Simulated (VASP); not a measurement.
# BN (P6_3/mmc) in VASP: further runs

BN is run at these levels: PBE+D3(BJ); tasks: single point.

Everything below comes from runs of VASP 6.6.1. Logs are shortened: lines on timing, memory, paths and dates and some standing lists are left out, and cuts for length are marked.

### 1 The cell of the first run

It takes space group P6_3/mmc (No. 194, hexagonal). Conventional cell: a = 2.476 Å, b = 2.476 Å, c = 5.365 Å, α = 90.00°, β = 90.00°, γ = 120.00°. B (site symmetry -6m2) has 3 N at 1.43 Å within 1.9 Å. N (site symmetry -6m2) has 3 B at 1.43 Å within 1.9 Å.

### 2 Single point, PBE+D3(BJ)

Input file INCAR:

```
PREC = Accurate ; ENCUT = 520
EDIFF = 1E-7 ; ISMEAR = 0
SIGMA = 0.01 ; LREAL = False
LASPH = True ; NELM = 60
ALGO = Normal ; ISIF = 2
LWAVE = False ; LCHARG = False
GGA = PE ; IVDW = 12
NBANDS = 16
```

Input file KPOINTS:

```
Automatic mesh
0
Gamma
  12 12 4
```

Input file POSCAR:

```
BN
1.0
    2.4760794818      0.0000000000      0.0000000000
   -1.2380397409      2.1443477330      0.0000000000
    0.0000000000      0.0000000000      5.3648590540
B N
2 2
Direct
    0.3333333333      0.6666666667      0.2500000000
    0.6666666667      0.3333333333      0.7500000000
    0.3333333333      0.6666666667      0.7500000000
    0.6666666667      0.3333333333      0.2500000000
```

Potentials or basis: VASP PAW PBE potentials, release 64 (B, N).

The run is started by

```sh
> cat potpaw_PBE.64/B/POTCAR potpaw_PBE.64/N/POTCAR > POTCAR
> mpirun -np 1 vasp_std > vasp.out
```

OUTCAR:

```text
PREC = Accurate
   ENCUT = 520
   EDIFF = 1E-7
   ISMEAR = 0
   LREAL = False
   LASPH = True
   NELM = 60
   ISIF = 2
   GGA = PE
   IVDW = 12
 IVDW          = 12

 ion  position               nearest neighbor table
   1  0.333  0.667  0.250-   4 1.43   4 1.43   4 1.43
   2  0.667  0.333  0.750-   3 1.43   3 1.43   3 1.43
   3  0.333  0.667  0.750-   2 1.43   2 1.43   2 1.43
   4  0.667  0.333  0.250-   1 1.43   1 1.43   1 1.43

  LATTYP: Found a hexagonal cell.
 ALAT       =     2.4760794818
 C/A-ratio  =     2.1666748153

  Lattice vectors:

 A1 = (   2.4760794818,   0.0000000000,   0.0000000000)
 A2 = (  -1.2380397409,   2.1443477330,   0.0000000000)
 A3 = (   0.0000000000,   0.0000000000,   5.3648590540)

Analysis of symmetry for initial positions (statically):
=====================================================================
 Subroutine PRICEL returns:
 Original cell was already a primitive cell.

 Routine SETGRP: Setting up the symmetry group for a
 hexagonal supercell.

 Subroutine GETGRP returns: Found 24 space group operations
 (whereof 12 operations were pure point group operations)
 out of a pool of 24 trial point group operations.

The static configuration has the point symmetry D_3d.
 The point group associated with its full space group is D_6h.

Analysis of symmetry for dynamics (positions and initial velocities):
=====================================================================
 Subroutine PRICEL returns:
 Original cell was already a primitive cell.

 Routine SETGRP: Setting up the symmetry group for a
 hexagonal supercell.

 Subroutine GETGRP returns: Found 24 space group operations
 (whereof 12 operations were pure point group operations)
 out of a pool of 24 trial point group operations.

The dynamic configuration has the point symmetry D_3d.
 The point group associated with its full space group is D_6h.

 Subroutine INISYM returns: Found 24 space group operations
 (whereof 12 operations are pure point group operations),
 and found     1 'primitive' translations

----------------------------------------------------------------------------------------

                                     Primitive cell

  volume of cell :      28.4851

  direct lattice vectors                    reciprocal lattice vectors
     2.476079482  0.000000000  0.000000000     0.403864257  0.233171137  0.000000000
[... 92 lines left out ...]
   EDIFFG = 0.1E-05   stopping-criterion for IOM
   NSW    =      0    number of steps for IOM
   IBRION =     -1    ionic relax: 0-MD 1-quasi-New 2-CG
   NFREE  =      0    steps in history (QN), initial steepest desc. (CG)
   ISIF   =      2    stress and relaxation
   ISYM   =      2    0-nonsym 1-usesym 2-fastsym
   POTIM  = 0.5000    time-step for ionic-motion
   TEBEG  =    0.0;   TEEND  =   0.0 temperature during run
   PSTRESS=    0.0 pullay stress
   NELECT =      16.0000    total number of electrons
   NUPDOWN=      -1.0000    fix difference up-down
   EMIN   =  10.00;   EMAX   =-10.00  energy-range for DOS
   EFERMI =   0.00;   METHOD = LEGACY
   ISMEAR =     0;   SIGMA  =   0.01  broadening in eV -4-tet -1-fermi 0-gaus
   EFERMI_NEDOS =   21; number of points for ismear=-14 and -15
   IALGO  =     38    algorithm
   IMIX   =      4    mixing-type and parameters
     AMIX     =   0.40;   BMIX     =  1.00
     AMIX_MAG =   1.60;   BMIX_MAG =  1.00
  volume/ion in A,a.u.               =       7.12        48.06
  Fermi-wavevector in a.u.,A,eV,Ry     =   1.350751  2.552550 24.824232  1.824530
  Thomas-Fermi vector in A             =   2.478230
   LORBIT       =      0    0 simple, 1 ext, 2 COOP (PROOUT), +10 PAW based schemes
   GGA     = PE    functional components
   LHFCALC =     F    Hartree Fock is set to
   AEXX    =    0.0000 exact exchange contribution
   IVDW    =    12    specifies the selected vdW correction
   LEPSILON=     F    determine dielectric tensor
   LRPA    =     F    only Hartree local field effects (RPA)
 non-spin polarized calculation
 Gauss-broadening in eV      SIGMA  =   0.01
  energy-cutoff  :      520.00
  volume of cell :       28.49
 maximum number of plane-waves:       782
   NGX =  9   NGY =  9   NGZ = 19

 number of electron      15.9999994 magnetization

 Free energy of the ion-electron system (eV)
  ---------------------------------------------------
  ext. energy  EPLUGINS =         0.00000000
  ---------------------------------------------------
  free energy    TOTEN  =       -34.67531296 eV

  energy without entropy =      -34.67531296  energy(sigma->0) =      -34.67531296

 E-fermi :   4.7207     XC(G=0): -11.5448

 val. band max:        4.6792239508   @ k =   0.2500   0.2500   0.0000
 cond. band min:       8.5935870016   @ k =   0.5000  -0.0000   0.2500
 fundamental gap:      3.9143630507
 Fermi energy:         4.7207371416

 k-point     1 :       0.0000    0.0000    0.0000
  band No.  band energies     occupation
      1     -14.1074      2.00000
      2     -12.8768      2.00000
      3      -3.2691      2.00000
      4       1.9990      2.00000
      5       3.0065      2.00000
      6       3.0065      2.00000
[... 433 lines left out ...]
      3      -2.7636      2.00000
      4      -2.4127      2.00000
      5       0.2801      2.00000
      6       0.6690      2.00000
[... 8 lines left out ...]
     15      22.8249      0.00000
     16      23.3546      0.00000

 [... further k-points ...]

------------------------ aborting loop because EDIFF is reached ----------------------------------------

 Edisp (eV)   -0.73699

 E8    (eV) :    -0.2195

  FORCE on cell =-STRESS in cart. coord.  units (eV):
  Direction    XX          YY          ZZ          XY          YZ          ZX
  --------------------------------------------------------------------------------------
  -------------------------------------------------------------------------------------
  Total       3.24289     3.24289     3.17649     0.00000    -0.00000     0.00000
  in kB     182.40022   182.40022   178.66528     0.00000    -0.00000     0.00000
  external pressure =      181.16 kB  Pullay stress =        0.00 kB

 VOLUME and BASIS-vectors are now :
 -----------------------------------------------------------------------------
  energy-cutoff  :      520.00
  volume of cell :       28.49
      direct lattice vectors                 reciprocal lattice vectors
     2.476079482  0.000000000  0.000000000     0.403864257  0.233171137  0.000000000
    -1.238039741  2.144347733  0.000000000     0.000000000  0.466342275  0.000000000
     0.000000000  0.000000000  5.364859054     0.000000000  0.000000000  0.186398187

 POSITION                                       TOTAL-FORCE (eV/Angst)
 -----------------------------------------------------------------------------------
     -0.00000      1.42957      1.34121        -0.000000      0.000000      0.000000
      1.23804      0.71478      4.02364         0.000000     -0.000000      0.000000
     -0.00000      1.42957      4.02364        -0.000000      0.000000      0.000000
      1.23804      0.71478      1.34121        -0.000000     -0.000000      0.000000
 -----------------------------------------------------------------------------------
    total drift:                               -0.000000      0.000000     -0.000000

  FREE ENERGIE OF THE ION-ELECTRON SYSTEM (eV)
  ---------------------------------------------------
  free  energy   TOTEN  =       -35.4123030123 eV

  energy  without entropy=      -35.4123030123  energy(sigma->0) =      -35.41230301
```

OSZICAR:

```text
N       E                     dE             d eps       ncg     rms          rms(c)
DAV:   1     0.449000545556E+02    0.44900E+02   -0.82720E+03  1824   0.953E+02
DAV:   2    -0.353766100915E+02   -0.80277E+02   -0.73681E+02  2568   0.230E+02
DAV:   3    -0.380986399021E+02   -0.27220E+01   -0.27131E+01  2304   0.400E+01
DAV:   4    -0.381091536740E+02   -0.10514E-01   -0.10513E-01  2200   0.282E+00
DAV:   5    -0.381092091065E+02   -0.55433E-04   -0.55432E-04  2304   0.193E-01    0.115E+01
DAV:   6    -0.350005087831E+02    0.31087E+01   -0.44230E+00  2296   0.173E+01    0.521E+00
DAV:   7    -0.347345611755E+02    0.26595E+00   -0.62415E-01  2392   0.598E+00    0.320E+00
DAV:   8    -0.346786986607E+02    0.55863E-01   -0.15999E-01  2296   0.289E+00    0.417E-01
DAV:   9    -0.346747938979E+02    0.39048E-02   -0.10417E-02  2200   0.918E-01    0.202E-01
DAV:  10    -0.346752750566E+02   -0.48116E-03   -0.89614E-04  2136   0.240E-01    0.308E-02
DAV:  11    -0.346753073635E+02   -0.32307E-04   -0.65893E-05  2296   0.686E-02    0.209E-02
DAV:  12    -0.346753128857E+02   -0.55221E-05   -0.14217E-05  2040   0.299E-02    0.203E-03
DAV:  13    -0.346753129563E+02   -0.70662E-07   -0.27210E-07  2480   0.429E-03
   1 F= -.35412303E+02 E0= -.35412303E+02  d E =-.192647E-11
```

Wall time 13 s (1 thread of Intel Xeon Platinum 8559C (Emerald Rapids), shared host); peak memory 0.16 GiB.

What came out:

* Free energy: -35.4123 eV
* Pressure: 18.1 GPa
* Band gap on the k mesh: 3.91 eV (least direct gap 4.37 eV)
* Dispersion energy per atom: -0.184 eV

Levels at points of the mesh, in eV from the valence-band top:
```
           k point  band 4  band 5  band 6  band 7  band 8  band 9  band 10  band 11  band 12  band 13
(0.00, 0.00, 0.00)   -2.68   -1.67   -1.67   -1.43   -1.43    7.15    11.28    11.28    11.84    11.84
(0.50, 0.00, 0.00)   -9.16   -4.64   -4.27   -2.82   -0.34    4.10     6.96     9.56    10.07    14.11
(0.00, 0.00, 0.50)   -5.67   -1.55   -1.55   -1.55   -1.55   10.54    10.54    11.55    11.55    11.55
(0.50, 0.00, 0.50)   -9.40   -4.46   -4.46   -1.25   -1.25    4.52     4.52    10.10    10.10    15.13
```

Caveat: the cell stands under pressure. A k mesh can miss the band edges.

### 3 Single point, PBE+D3(BJ)

This run uses another cell than the first one, of 7.88 Å³/atom.

Input file INCAR:

```
SYSTEM = BN
PREC = Accurate ; ENCUT = 520
EDIFF = 1E-7 ; ISMEAR = 0
SIGMA = 0.01 ; LREAL = .False.
LASPH = .True. ; NELM = 80
ALGO = Normal ; ISIF = 2
LWAVE = .False. ; LCHARG = .True.
GGA = PE ; IVDW = 12
LELF = .True. ; LVHAR = .True.
NBANDS = 16
```

Input file KPOINTS:

```
regular mesh
0
Gamma
  12 12 4
  0 0 0
```

Input file POSCAR:

```
BN
1.0
    2.4924178647      0.0000000000      0.0000000000
   -1.2462089324      2.1584971877      0.0000000000
    0.0000000000      0.0000000000      5.8557726575
B N
2 2
Direct
    0.3333333333      0.6666666667      0.2500000000
    0.6666666667      0.3333333333      0.7500000000
    0.3333333333      0.6666666667      0.7500000000
    0.6666666667      0.3333333333      0.2500000000
```

Potentials or basis: VASP PAW PBE potentials, release 64 (B, N).

The run is started by

```sh
> cat potpaw_PBE.64/B/POTCAR potpaw_PBE.64/N/POTCAR > POTCAR
> mpirun -np 1 vasp_std > vasp.out
```

It took 16 s on 1 thread of Intel Xeon Platinum 8559C (Emerald Rapids), shared host; peak memory 0.17 GiB.

It converged, with:

* Free energy: -35.6379 eV
* Pressure: 7.1 GPa
* Band gap on the k mesh: 4.10 eV (least direct gap 4.35 eV)
* Dispersion energy per atom: -0.165 eV

Stress tensor (GPa, compression positive):
```
7.19 0.00 0.00
0.00 7.19 0.00
0.00 0.00 6.78
```

Levels at points of the mesh, in eV from the valence-band top:
```tsv
k point	band 5	band 6	band 7	band 8	band 9	band 10	band 11	band 12
(0.00, 0.00, 0.00)	-1.44	-1.44	-1.32	-1.32	6.22	11.46	11.46	11.72
(0.50, 0.00, 0.00)	-4.32	-4.12	-2.07	-0.25	4.10	6.32	9.78	9.82
(0.00, 0.00, 0.50)	-1.38	-1.38	-1.38	-1.38	9.26	9.26	11.62	11.62
(0.50, 0.00, 0.50)	-4.22	-4.22	-1.04	-1.04	4.65	4.65	10.05	10.05
```

Caveat: the cell stands under pressure. A k mesh can miss the band edges.
